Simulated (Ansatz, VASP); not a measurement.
**HgTe: VASP beside Ansatz**

```xyz
2
Lattice="0.0000 3.1929 3.1929 3.1929 0.0000 3.1929 3.1929 3.1929 0.0000" Properties=species:S:1:pos:R:3 pbc="T T T"
Hg    0.0000    0.0000    0.0000
Te    4.7894    4.7894    4.7894
```

Alike in both runs: task single point; functional PBE0; k mesh 4 × 4 × 4; occupations fermi-dirac, width 0.05 eV; no spin polarisation.

|  | VASP | Ansatz |
| --- | --- | --- |
| version | VASP 6.6.1 | Ansatz 0.2.0 |
| potentials or method | VASP PAW PBE potentials, release 64 (Hg, Te) | Ansatz PAW |
| plane-wave cutoff (eV) | 520 | 420 |
| valence electrons in the cell | 18 | 36 |

```tsv
	VASP	Ansatz	Ansatz less VASP
gap on the k mesh at the Fermi level (eV)	0.74	0.78	+0.041
least direct gap on the mesh (eV)	0.74	0.78	+0.041
pressure (GPa)	4.2	4.3	+0.13
```

VASP's potentials hold 18 valence electrons a cell and Ansatz's 36, so a difference there can come from the potentials and not from the codes.

The k mesh is coarse, so the values compare programs but aren't converged. Neither program's run includes spin-orbit coupling.
